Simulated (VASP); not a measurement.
# Ba in VASP: notebook

Ba is run at these levels: PBEsol, r2SCAN+D4, RPBE+D3(BJ); tasks: relaxation of cell and atoms, single point.

Program: VASP 6.6.1. These are calculated values, not measurements. Logs are shortened: lines on timing, memory, paths and dates and some standing lists are left out, and cuts for length are marked.

**1. The cell of the first run**

The structure is cubic, space group Fm-3m (No. 225). Conventional cell: a = 6.465 Å, b = 6.465 Å, c = 6.465 Å, α = 90.00°, β = 90.00°, γ = 90.00°.

**2. Relaxation of cell and atoms, PBEsol, target pressure 5 GPa, at which the enthalpy is minimised**

Contents of INCAR:

```
PREC = Accurate
ENCUT = 600
EDIFF = 1E-6
ISMEAR = -1
SIGMA = 0.05
LREAL = False
LASPH = True
NELM = 60
ALGO = Normal
ISIF = 3
LWAVE = False
LCHARG = False
GGA = PS
IBRION = 2
NSW = 60
EDIFFG = -0.01
PSTRESS = 50.0
```

Contents of KPOINTS:

```
regular mesh
0
Gamma
  7 7 7
```

Contents of POSCAR:

```
Ba
1.0
    0.0000000000      3.2326650028      3.2326650028
    3.2326650028      0.0000000000      3.2326650028
    3.2326650028      3.2326650028      0.0000000000
Ba
1
Direct
    0.0000000000      0.0000000000      0.0000000000
```

Potentials or basis: VASP PAW PBE potentials, release 64 (Ba_sv).

Launch:

```console
$ cat potpaw_PBE.64/Ba_sv/POTCAR > POTCAR
$ mpirun -np 1 vasp_std > vasp.out
```

OUTCAR:

```text
PREC = Accurate
   ENCUT = 600
   EDIFF = 1E-6
   ISMEAR = -1
   LREAL = False
   LASPH = True
   NELM = 60
   ISIF = 3
   GGA = PS
   IBRION = 2
   NSW = 60
   EDIFFG = -0.01
   PSTRESS = 50.0

 ion  position               nearest neighbor table
   1  0.000  0.000  0.000-

  LATTYP: Found a face centered cubic cell.
 ALAT       =     6.4653300056

  Lattice vectors:

 A1 = (   0.0000000000,   3.2326650028,   3.2326650028)
 A2 = (   3.2326650028,   0.0000000000,   3.2326650028)
 A3 = (   3.2326650028,   3.2326650028,   0.0000000000)

Analysis of symmetry for initial positions (statically):
=====================================================================
 Subroutine PRICEL returns:
 Original cell was already a primitive cell.

 Routine SETGRP: Setting up the symmetry group for a
 face centered cubic supercell.

 Subroutine GETGRP returns: Found 48 space group operations
[... 9 lines left out ...]

 Routine SETGRP: Setting up the symmetry group for a
 face centered cubic supercell.

 Subroutine GETGRP returns: Found 48 space group operations
[... 11 lines left out ...]
                                     Primitive cell

  volume of cell :      67.5635

  direct lattice vectors                    reciprocal lattice vectors
     0.000000000  3.232665003  3.232665003    -0.154671146  0.154671146  0.154671146
     3.232665003  0.000000000  3.232665003     0.154671146 -0.154671146  0.154671146
     3.232665003  3.232665003  0.000000000     0.154671146  0.154671146 -0.154671146

  length of vectors
     4.571678690  4.571678690  4.571678690     0.267898283  0.267898283  0.267898283

  position of ions in fractional coordinates (direct lattice)
     0.000000000  0.000000000  0.000000000

  ion indices of the primitive-cell ions
   primitive index   ion index
                 1           1

----------------------------------------------------------------------------------------

 KPOINTS: regular mesh

Automatic generation of k-mesh.
 Grid dimensions read from file:
 generate k-points for:    7    7    7

 Generating k-lattice:

  Cartesian coordinates                     Fractional coordinates (reciprocal lattice)
    -0.022095878  0.022095878  0.022095878     0.142857143  0.000000000  0.000000000
     0.022095878 -0.022095878  0.022095878     0.000000000  0.142857143  0.000000000
     0.022095878  0.022095878 -0.022095878     0.000000000  0.000000000  0.142857143

  Length of vectors
     0.038271183  0.038271183  0.038271183

  Shift w.r.t. Gamma in fractional coordinates (k-lattice)
     0.000000000  0.000000000  0.000000000

 Subroutine IBZKPT returns following result:
 ===========================================

 Found     20 irreducible k-points:

 Following reciprocal coordinates:
            Coordinates               Weight
  0.000000  0.000000  0.000000      1.000000
  0.142857  0.000000  0.000000      8.000000
  0.285714  0.000000  0.000000      8.000000
  0.428571  0.000000  0.000000      8.000000
  0.142857  0.142857  0.000000      6.000000
  0.285714  0.142857  0.000000     24.000000
[... 12 lines left out ...]
 -0.428571  0.428571  0.142857     24.000000
 -0.285714  0.428571  0.142857     24.000000
   k-points           NKPTS =     20   k-points in BZ     NKDIM =     20   number of bands    NBANDS=      9
   number of dos      NEDOS =    301   number of ions     NIONS =      1
   total plane-waves  NPLWV =  64000
   dimension x,y,z NGX =    40 NGY =   40 NGZ =   40
   dimension x,y,z NGXF=    80 NGYF=   80 NGZF=   80
   ions per type =               1
   NGX,Y,Z   is equivalent  to a cutoff of  14.55, 14.55, 14.55 a.u.
   NGXF,Y,Z  is equivalent  to a cutoff of  29.09, 29.09, 29.09 a.u.
 SYSTEM =  unknown system
   PREC   = accura    normal or accurate (medium, high low for compatibility)
   ISTART =      0    job   : 0-new  1-cont  2-samecut
   ICHARG =      2    charge: 1-file 2-atom 10-const
   ISPIN  =      1    spin polarized calculation?
   LNONCOLLINEAR =      F non collinear calculations
   LSORBIT =      F    spin-orbit coupling
   LASPH  =      T    aspherical Exc in radial PAW
   ENCUT  =  600.0 eV  44.10 Ry    6.64 a.u.   9.13  9.13  9.13*2*pi/ulx,y,z
   NELM   =     60;   NELMIN=  2; NELMDL= -5     # of ELM steps
   EDIFF  = 0.1E-05   stopping-criterion for ELM
   LREAL  =      F    real-space projection
   EDIFFG = -.1E-01   stopping-criterion for IOM
   NSW    =     60    number of steps for IOM
   IBRION =      2    ionic relax: 0-MD 1-quasi-New 2-CG
   NFREE  =      1    steps in history (QN), initial steepest desc. (CG)
   ISIF   =      3    stress and relaxation
   ISYM   =      2    0-nonsym 1-usesym 2-fastsym
   POTIM  = 0.5000    time-step for ionic-motion
   TEBEG  =    0.0;   TEEND  =   0.0 temperature during run
   PSTRESS=   50.0 pullay stress
   NELECT =      10.0000    total number of electrons
   NUPDOWN=      -1.0000    fix difference up-down
   EMIN   =  10.00;   EMAX   =-10.00  energy-range for DOS
   EFERMI =   0.00;   METHOD = LEGACY
   ISMEAR =    -1;   SIGMA  =   0.05  broadening in eV -4-tet -1-fermi 0-gaus
   EFERMI_NEDOS =   21; number of points for ismear=-14 and -15
   IALGO  =     38    algorithm
   IMIX   =      4    mixing-type and parameters
     AMIX     =   0.40;   BMIX     =  1.00
     AMIX_MAG =   1.60;   BMIX_MAG =  1.00
  volume/ion in A,a.u.               =      67.56       455.94
  Fermi-wavevector in a.u.,A,eV,Ry     =   0.865973  1.636451 10.203124  0.749908
  Thomas-Fermi vector in A             =   1.984294
   LORBIT       =      0    0 simple, 1 ext, 2 COOP (PROOUT), +10 PAW based schemes
   GGA     = PS    functional components
   LHFCALC =     F    Hartree Fock is set to
   AEXX    =    0.0000 exact exchange contribution
   IVDW    =     0    specifies the selected vdW correction
   LEPSILON=     F    determine dielectric tensor
   LRPA    =     F    only Hartree local field effects (RPA)
 conjugate gradient relaxation of ions
 non-spin polarized calculation
  energy-cutoff  :      600.00
  volume of cell :       67.56
 maximum number of plane-waves:      2269
 NGX is ok and might be reduce to    40
   NGX = 19   NGY = 19   NGZ = 19

--------------------------------------- Ionic step        1  -------------------------------------------

 number of electron      10.0000000 magnetization

 number of electron       9.9999999 magnetization

 Free energy of the ion-electron system (eV)
  ---------------------------------------------------
  ext. energy  EPLUGINS =         0.00000000
  ---------------------------------------------------
  free energy    TOTEN  =        -2.11156673 eV

  energy without entropy =       -2.09980138  energy(sigma->0) =       -2.10568406

------------------------ aborting loop because EDIFF is reached ----------------------------------------

  FORCE on cell =-STRESS in cart. coord.  units (eV):
  Direction    XX          YY          ZZ          XY          YZ          ZX
  --------------------------------------------------------------------------------------
  -------------------------------------------------------------------------------------
  Total       -0.3874361     -0.3874361     -0.3874361     -0.0000000      0.0000000     -0.0000000
  in kB       -9.1875268     -9.1875268     -9.1875268     -0.0000000      0.0000000     -0.0000000
  external PRESSURE =     -59.1875268 kB  Pullay stress =      50.0000000 kB

 VOLUME and BASIS-vectors are now :
 -----------------------------------------------------------------------------
  energy-cutoff  :      600.00
  volume of cell :       67.56
      direct lattice vectors                 reciprocal lattice vectors
     0.000000000  3.232665003  3.232665003    -0.154671146  0.154671146  0.154671146
     3.232665003  0.000000000  3.232665003     0.154671146 -0.154671146  0.154671146
     3.232665003  3.232665003  0.000000000     0.154671146  0.154671146 -0.154671146

 POSITION                                       TOTAL-FORCE (eV/Angst)
 -----------------------------------------------------------------------------------
      0.00000      0.00000      0.00000         0.000000      0.000000     -0.000000
 -----------------------------------------------------------------------------------
    total drift:                               -0.000000     -0.000000     -0.000000

  FREE ENERGIE OF THE ION-ELECTRON SYSTEM (eV)
  ---------------------------------------------------
  free  energy   TOTEN  =        -2.1115667270 eV

  energy  without entropy=       -2.0998013836  energy(sigma->0) =       -2.10568406

  enthalpy is  TOTEN    =        -0.0030768408 eV   P V=        2.1084898862

--------------------------------------- Ionic step        2  -------------------------------------------

 number of electron      10.0000000 magnetization

 E-fermi :   2.7448     XC(G=0):  -8.6058

 val. band max:        2.7412522021   @ k =  -0.4286   0.2857   0.1429
 cond. band min:       2.7568332561   @ k =   0.4286   0.2857   0.0000
 fundamental gap:      0.0155810540
 Fermi energy:         2.7447633181

 k-point     1 :       0.0000    0.0000    0.0000
  band No.  band energies     occupation
      1     -25.7028      2.00000
      2     -10.3143      2.00000
      3     -10.3143      2.00000
      4     -10.3143      2.00000
      5      -0.0750      2.00000
      6       4.8120      0.00000
      7       4.8120      0.00000
      8       4.8120      0.00000
      9       7.0696      0.00000

 k-point     2 :       0.1429    0.0000    0.0000
  band No.  band energies     occupation
      1     -25.6747      2.00000
      2     -10.5701      2.00000
      3     -10.3437      2.00000
      4     -10.3437      2.00000
      5       0.4375      2.00000
      6       4.3231      0.00000
      7       5.0212      0.00000
      8       5.0212      0.00000
      9       6.7709      0.00000

 k-point     3 :       0.2857    0.0000    0.0000
  band No.  band energies     occupation
      1     -25.6104      2.00000
      2     -11.0917      2.00000
      3     -10.4082      2.00000
      4     -10.4082      2.00000
      5       1.3704      2.00000
      6       4.0477      0.00000
      7       4.9764      0.00000
      8       4.9764      0.00000
      9       7.1754      0.00000
[... 289 lines left out ...]
 VOLUME and BASIS-vectors are now :
 -----------------------------------------------------------------------------
  energy-cutoff  :      600.00
  volume of cell :       40.68
      direct lattice vectors                 reciprocal lattice vectors
     0.000000000  2.729645230  2.729645230    -0.183173987  0.183173987  0.183173987
     2.729645230  0.000000000  2.729645230     0.183173987 -0.183173987  0.183173987
     2.729645230  2.729645230  0.000000000     0.183173987  0.183173987 -0.183173987

 POSITION                                       TOTAL-FORCE (eV/Angst)
 -----------------------------------------------------------------------------------
      2.72965      2.72965      5.45929         0.000000     -0.000000     -0.000000
 -----------------------------------------------------------------------------------
    total drift:                               -0.000000     -0.000000     -0.000000

  FREE ENERGIE OF THE ION-ELECTRON SYSTEM (eV)
  ---------------------------------------------------
  free  energy   TOTEN  =        -1.8996885663 eV

  energy  without entropy=       -1.8833259874  energy(sigma->0) =       -1.89150728

  enthalpy is  TOTEN    =        -0.6302606792 eV   P V=        1.2694278871

--------------------------------------- Ionic step        5  -------------------------------------------

 number of electron      10.0000000 magnetization

 Free energy of the ion-electron system (eV)
  ---------------------------------------------------
  ext. energy  EPLUGINS =         0.00000000
  ---------------------------------------------------
  free energy    TOTEN  =        -1.90291926 eV

  energy without entropy =       -1.88641076  energy(sigma->0) =       -1.89466501

 E-fermi :   3.2776     XC(G=0):  -9.0682

 val. band max:        3.2757122021   @ k =   0.2857   0.2857   0.0000
 cond. band min:       3.3655796944   @ k =  -0.4286   0.2857   0.1429
 fundamental gap:      0.0898674923
 Fermi energy:         3.2775549285

 k-point     1 :       0.0000    0.0000    0.0000
  band No.  band energies     occupation
      1     -25.0957      2.00000
      2      -9.4654      2.00000
      3      -9.4654      2.00000
      4      -9.4654      2.00000
      5       0.5736      2.00000
      6       5.4574      0.00000
      7       5.4574      0.00000
      8       5.4574      0.00000
      9       8.0323      0.00000

 k-point     2 :       0.1429    0.0000    0.0000
  band No.  band energies     occupation
      1     -25.0516      2.00000
      2      -9.8287      2.00000
      3      -9.5060      2.00000
      4      -9.5060      2.00000
      5       1.1681      2.00000
      6       4.9325      0.00000
      7       5.6970      0.00000
      8       5.6970      0.00000
      9       7.6698      0.00000

 k-point     3 :       0.2857    0.0000    0.0000
  band No.  band energies     occupation
      1     -24.9500      2.00000
      2     -10.5509      2.00000
      3      -9.5944      2.00000
      4      -9.5944      2.00000
      5       2.0637      2.00000
      6       4.8628      0.00000
      7       5.6385      0.00000
      8       5.6385      0.00000
      9       8.1315      0.00000
[... 215 lines left out ...]
 VOLUME and BASIS-vectors are now :
 -----------------------------------------------------------------------------
  energy-cutoff  :      600.00
  volume of cell :       40.78
      direct lattice vectors                 reciprocal lattice vectors
    -0.000000000  2.731940695  2.731940695    -0.183020078  0.183020078  0.183020078
     2.731940695  0.000000000  2.731940695     0.183020078 -0.183020078  0.183020078
     2.731940695  2.731940695  0.000000000     0.183020078  0.183020078 -0.183020078

 POSITION                                       TOTAL-FORCE (eV/Angst)
 -----------------------------------------------------------------------------------
      2.73194      2.73194      0.00000        -0.000000     -0.000000      0.000000
 -----------------------------------------------------------------------------------
    total drift:                               -0.000000     -0.000000     -0.000000

  FREE ENERGIE OF THE ION-ELECTRON SYSTEM (eV)
  ---------------------------------------------------
  free  energy   TOTEN  =        -1.9029192579 eV

  energy  without entropy=       -1.8864107552  energy(sigma->0) =       -1.89466501

  enthalpy is  TOTEN    =        -0.6302861424 eV   P V=        1.2726331156

 reached required accuracy - stopping structural energy minimisation
```

Run time: 44 s. Hardware: 1 thread of Intel Xeon 6975P-C (Granite Rapids), shared host; peak memory 0.25 GiB.

What came out:

```
Free energy                                            : -1.9029 eV
Relaxed volume                                         : 40.78 Å³/atom
Relaxed cell                                           : a = 3.864 Å, b = 3.864 Å, c = 3.864 Å, α = 60.00°, β = 60.00°, γ = 60.00°
Space group after relaxing (to 0.05 Å)                 : Fm-3m (No. 225)
Energy change on relaxing (the enthalpy is what falls) : +208.6 meV/atom
Ionic steps                                            : 5
Pressure after relaxing                                : 5.0 GPa
Band gap on the k mesh                                 : zero (band 5 reaches 3.45 eV, above the bottom of band 6 at 2.57 eV)
```

Step by step:
```tsv
step	energy change (eV)	largest force (eV/Å)	pressure (GPa)	volume (Å³)
1	0.0000	0.0000	-0.92	67.56
2	0.0836	0.0000	2.88	45.98
3	0.1864	0.0000	4.61	41.52
4	0.2119	0.0000	5.06	40.68
5	0.2086	0.0000	5.01	40.78
```

Final structure:
```
Ba
1.0
     0.00000    2.73194    2.73194
     2.73194    0.00000    2.73194
     2.73194    2.73194    0.00000
Ba
1
Direct
  0.00000 0.00000 0.00000
```

Levels at points of the mesh, in eV from the Fermi level:
```tsv
k point	band 2	band 3	band 4	band 5	band 6	band 7	band 8	band 9
(0.00, 0.00, 0.00)	-12.74	-12.74	-12.74	-2.70	2.18	2.18	2.18	4.75
```

Caveat: the cell is relaxed towards a set pressure, so the enthalpy falls and the energy may rise; the volume moved by over 15 % at a fixed basis, so the end points are rough; the PAW data sets were made with another functional, which shifts forces and pressure a little; spin-orbit coupling is left out, which moves the levels of the heavy elements.

**3. Relaxation of cell and atoms, PBEsol, target pressure 10 GPa, at which the enthalpy is minimised**

Contents of INCAR:

```
ALGO = Fast
EDIFF = 1E-6
EDIFFG = -0.01
ENCUT = 600
GGA = PS
IBRION = 2
ISIF = 3
ISMEAR = -1
LASPH = T
LCHARG = F
LREAL = F
LWAVE = F
NELM = 80
NSW = 60
PREC = Accurate
PSTRESS = 100.0
SIGMA = 0.05
```

Contents of KPOINTS:

```
k-points
0
Gamma
  7 7 7
```

POSCAR is that of step 2.

Potentials or basis: VASP PAW PBE potentials, release 64 (Ba_sv).

Launch:

```console
$ cat potpaw_PBE.64/Ba_sv/POTCAR > POTCAR
$ mpirun -np 1 vasp_std > vasp.out
```

Run time: 93 s. Hardware: 1 thread of Intel Xeon 6975P-C (Granite Rapids), shared host; peak memory 0.28 GiB.

The run converged. Its results:

| Item | Value |
| --- | --- |
| Free energy | -1.5849 eV |
| Relaxed volume | 33.63 Å³/atom |
| Relaxed cell | a = 3.623 Å, b = 3.623 Å, c = 3.623 Å, α = 60.00°, β = 60.00°, γ = 60.00° |
| Space group after relaxing (to 0.05 Å) | Fm-3m (No. 225) |
| Energy change on relaxing (the enthalpy is what falls) | +526.7 meV/atom |
| Ionic steps | 7 |
| Pressure after relaxing | 10.0 GPa |
| Band gap on the k mesh | zero (band 5 reaches 4.46 eV, above the bottom of band 6 at 3.15 eV) |

The path:
| step | energy change (eV) | largest force (eV/Å) | pressure (GPa) | volume (Å³) |
| --- | --- | --- | --- | --- |
| 1 | 0.0000 | 0.0000 | -0.92 | 67.56 |
| 2 | 0.6554 | 0.0000 | 12.68 | 31.79 |
| 3 | 0.5086 | 0.0000 | 9.62 | 33.92 |
| 4 | 0.5410 | 0.0000 | 10.28 | 33.40 |
| 5 | 0.5236 | 0.0000 | 9.86 | 33.67 |
| 6 | 0.5280 | 0.0000 | 10.06 | 33.60 |
| 7 | 0.5267 | 0.0000 | 9.98 | 33.63 |

Final structure:
```
CELL_PARAMETERS angstrom
0.00000 2.56181 2.56181
2.56181 0.00000 2.56181
2.56181 2.56181 0.00000
ATOMIC_POSITIONS crystal
Ba 0.00000 0.00000 0.00000
```

Levels at points of the mesh, in eV from the Fermi level:
| k point | band 1 | band 2 | band 3 | band 4 | band 5 | band 6 | band 7 | band 8 | band 9 |
| --- | --- | --- | --- | --- | --- | --- | --- | --- | --- |
| (0.00, 0.00, 0.00) | -28.48 | -12.24 | -12.24 | -12.24 | -2.35 | 2.29 | 2.29 | 2.29 | 5.45 |

Caveat: the cell is relaxed towards a set pressure, so the enthalpy falls and the energy may rise; the volume moved by over 15 % at a fixed basis, so the end points are rough; the PAW data sets were made with another functional, which shifts forces and pressure a little; spin-orbit coupling is left out, which moves the levels of the heavy elements.

(Continued in part 2 of 2.)
